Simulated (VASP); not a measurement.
HfH:

```
Hf H
1.0
     4.00275    0.00000    0.00000
    -2.00138    3.46649    0.00000
     0.00000    0.00000    4.40881
Hf H
2 2
Direct
  0.33333 0.66667 0.00000
  0.66667 0.33333 0.00000
  0.33333 0.66667 0.50000
  0.66667 0.33333 0.50000
```

- Program: VASP 6.6.1
- Task: relaxation of cell and atoms
- Functional: PBE
- Potentials or basis: VASP PAW PBE potentials, release 64 (Hf_pv, H)
- Cutoff: 600 eV
- k mesh: 6 × 6 × 4
- Occupations: gaussian, width 0.1 eV
- Spin: no spin polarisation

At the start: pressure 19.7 GPa; volume 15.29 Å³/atom.

How do energy, volume and symmetry change on relaxing?

Over 8 steps the energy falls by 1138.9 meV/atom and the volume is 21.10 Å³/atom (+38.0 %); space group P6/mmm (No. 191, to 0.05 Å).

Step by step:
| step | energy change (eV) | largest force (eV/Å) | pressure (GPa) | volume (Å³) |
| --- | --- | --- | --- | --- |
| 1 | 0.0000 | 0.0000 | 19.73 | 61.17 |
| 2 | -4.3360 | 0.0000 | 3.10 | 77.07 |
| 3 | -4.5249 | 0.0000 | 2.06 | 82.04 |
| 4 | -4.5322 | 0.0000 | 2.04 | 81.50 |
| 5 | -4.5332 | 0.0000 | 2.07 | 81.13 |
| 6 | -4.5513 | 0.0000 | 0.00 | 84.19 |
| 7 | -4.5520 | 0.0000 | 0.34 | 83.66 |
| 8 | -4.5556 | 0.0000 | 0.11 | 84.42 |

Final structure:
```cif
data_structure
_symmetry_space_group_name_H-M 'P 1'
_symmetry_Int_Tables_number 1
_cell_length_a 5.0674
_cell_length_b 5.0674
_cell_length_c 3.7962
_cell_angle_alpha 90.000
_cell_angle_beta 90.000
_cell_angle_gamma 120.000
_cell_volume 84.42
loop_
_atom_site_label
_atom_site_type_symbol
_atom_site_fract_x
_atom_site_fract_y
_atom_site_fract_z
_atom_site_occupancy
Hf1 Hf 0.33333 0.66667 0.00000 1
Hf2 Hf 0.66667 0.33333 0.00000 1
H1 H 0.33333 0.66667 0.50000 1
H2 H 0.66667 0.33333 0.50000 1
```

Caveat: the volume moved by over 15 % at a fixed basis, so the end points are rough.
